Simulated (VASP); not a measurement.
Crystal: TiAl.

```xyz
2
Lattice="3.1142 0.0000 0.0000 0.0000 3.1142 0.0000 0.0000 0.0000 3.1142" Properties=species:S:1:pos:R:3 pbc="T T T"
Ti    0.0000    0.0000    0.0000
Al    1.5571    1.5571    1.5571
```

This cell differs from its parent crystal: volume scaled by 0.94.

Base run:

- Program: VASP 6.6.1
- Functional: PBE
- Potentials or basis: VASP PAW PBE potentials, release 64 (Ti_sv, Al)
- Cutoff: 520 eV
- k mesh: 8 × 8 × 8
- Occupations: fermi-dirac, width 0.05 eV
- Spin: no spin polarisation

Its results: pressure 8.8 GPa.

Question: The run is repeated on the same cell with these changes: functional from PBE to r2SCAN; further incar settings from ALGO = Fast; EDIFF = 1e-06; NBANDS = 14 to ALGO = Normal; EDIFF = 1e-07; NBANDS = 14. What comes out?

Answer: Pressure 7.7 GPa.

Caveats: the PAW data sets were made with another functional, which shifts forces and pressure a little (some runs).
